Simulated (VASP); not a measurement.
Here is a VASP 6.6.1 calculation.

INCAR

```
  PREC = Accurate
  ENCUT = 500
  EDIFF = 1E-6
  ISMEAR = 0
  SIGMA = 0.1
  LREAL = False
  LASPH = True
  NELM = 120
  ALGO = Normal
  ISIF = 2
  LWAVE = False
  LCHARG = True
  GGA = PE
  IVDW = 12
  LELF = True
  LVHAR = True
  NBANDS = 12
  GGA_COMPAT = False
```

Contents of KPOINTS:

```
regular mesh
0
Gamma
  6 6 6
```

Contents of POSCAR:

```
Ag
1.0
    0.0000000000      2.4482740324      2.4482740324
    2.4482740324      0.0000000000      2.4482740324
    2.4482740324      2.4482740324      0.0000000000
Ag
1
Direct
    0.0000000000      0.0000000000      0.0000000000
```

Potentials or basis: VASP PAW PBE potentials, release 64 (Ag).

Run with:

```sh
$ cat potpaw_PBE.64/Ag/POTCAR > POTCAR
$ mpirun -np 1 vasp_std > vasp.out
```

(1) What does it give for the dispersion energy per atom?

(2) What does it give for the band gap on the k mesh?

(3) Estimate the pressure.

Answers

(1) -0.342 eV.

(2) zero (an odd number of electrons rules out a gap without spin polarisation).

(3) -12.2 GPa.

Caveat: the k points lie up to 0.37 Å⁻¹ apart, too coarse for converged energies and pressures of a metal.
